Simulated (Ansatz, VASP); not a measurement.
# One calculation of YbH3, two programs

```
CELL_PARAMETERS angstrom
0.00000 2.60497 2.60497
2.60497 0.00000 2.60497
2.60497 2.60497 0.00000
ATOMIC_POSITIONS crystal
Yb 0.00000 0.00000 0.00000
H 0.50000 0.50000 0.50000
H 0.25000 0.25000 0.25000
H 0.75000 0.75000 0.75000
```

Alike in both runs: functional PBE; k mesh 9 × 9 × 9; occupations fermi-dirac, width 0.05 eV; collinear spin; Hubbard terms Yb f U = 3.0 eV.

|  | VASP | Ansatz |
| --- | --- | --- |
| version | VASP 6.6.1 | Ansatz 0.2.0 |
| potentials or method | VASP PAW PBE potentials, release 64 (Yb, H) | Ansatz PAW |
| plane-wave cutoff (eV) | 520 | 420 |
| valence electrons in the cell | 27 | 27 |
| task | single point | projected density of states |

VASP gave:

| Quantity | Value |
| --- | --- |
| gap on the k mesh at the Fermi level (eV) | none |
| pressure (GPa) | -4.7 |
| net moment per atom (μB) | 0.00 |
| size of the moment on the site where the two differ most (μB) | 0.00 |

Estimate Ansatz's values.

gap on the k mesh at the Fermi level (eV): none; pressure (GPa): -3.9; net moment per atom (μB): 0.09; size of the moment on the site where the two differ most (μB): 0.35.

Site moments also hang on the region over which each program counts them. The programs project onto different local orbitals, so the same U acts differently, and such runs can settle in different states. A gap of «none» marks a metal or a gap that the smearing closes.

Spin-orbit coupling is off throughout. Noted on Ansatz's run: the magnetic or orbital state may not be the lowest.
